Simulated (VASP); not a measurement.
Set up this calculation in VASP 6.6.1, as the native input.

```
Task                   : relaxation of cell and atoms
Functional             : BLYP
Potentials or basis    : VASP PAW PBE potentials, release 64 (Cr_pv)
Cutoff                 : 600 eV
k mesh                 : 15 × 15 × 15
Occupations            : fermi-dirac, width 0.1 eV
Spin                   : no spin polarisation
Dipole correction      : no
Further INCAR settings : ALGO = Normal; EDIFF = 1e-07; IBRION = 2; EDIFFG = -0.01; NSW = 80; ISIF = 3
```

The structure of Cr lies in POSCAR:

```
Cr
1.0
   -1.4419500000      1.4419500000      1.4419500000
    1.4419500000     -1.4419500000      1.4419500000
    1.4419500000      1.4419500000     -1.4419500000
Cr
1
Direct
    0.0000000000      0.0000000000      0.0000000000
```

These files were run (other wordings do the same):

INCAR

```
SYSTEM = Cr
PREC = Accurate ; ENCUT = 600
EDIFF = 1E-7 ; ISMEAR = -1
SIGMA = 0.1 ; LREAL = .FALSE.
LASPH = .TRUE. ; NELM = 80
ALGO = Normal ; ISIF = 3
LWAVE = .FALSE. ; LCHARG = .FALSE.
GGA = B5 ; ALDAX = 1.0
AGGAX = 1.0 ; AGGAC = 1.0
ALDAC = 0.0 ; IBRION = 2
NSW = 80 ; EDIFFG = -0.01
```

KPOINTS

```
regular mesh
0
G
  15 15 15
  0 0 0
```

Potentials or basis: VASP PAW PBE potentials, release 64 (Cr_pv).

Run with:

```sh
$ cat potpaw_PBE.64/Cr_pv/POTCAR > POTCAR
$ mpirun -np 1 vasp_std > vasp.out
```

It gave:

```yaml
Relaxed_volume: 11.92 Å³/atom
Relaxed_cell: a = 2.493 Å, b = 2.493 Å, c = 2.493 Å, α = 109.47°, β = 109.47°, γ = 109.47°
Space_group_after_relaxing_to_0.05_Å: Im-3m (No. 229)
Energy_gained_by_relaxing: 0.3 meV/atom
Ionic_steps: 3
Pressure_after_relaxing: 0.0 GPa
Band_gap_on_the_k_mesh: zero (band 6 reaches 13.18 eV, above the bottom of band 7 at 10.09 eV)
```

Caveat: the PAW data sets were made with another functional, which shifts forces and pressure a little; the run has no spin polarisation, though such a crystal can be magnetic.

Wall time 19 s on 1 thread of Intel(R) Xeon(R) 6975P-C (Granite Rapids) (shared host), peak memory 0.14 GiB.
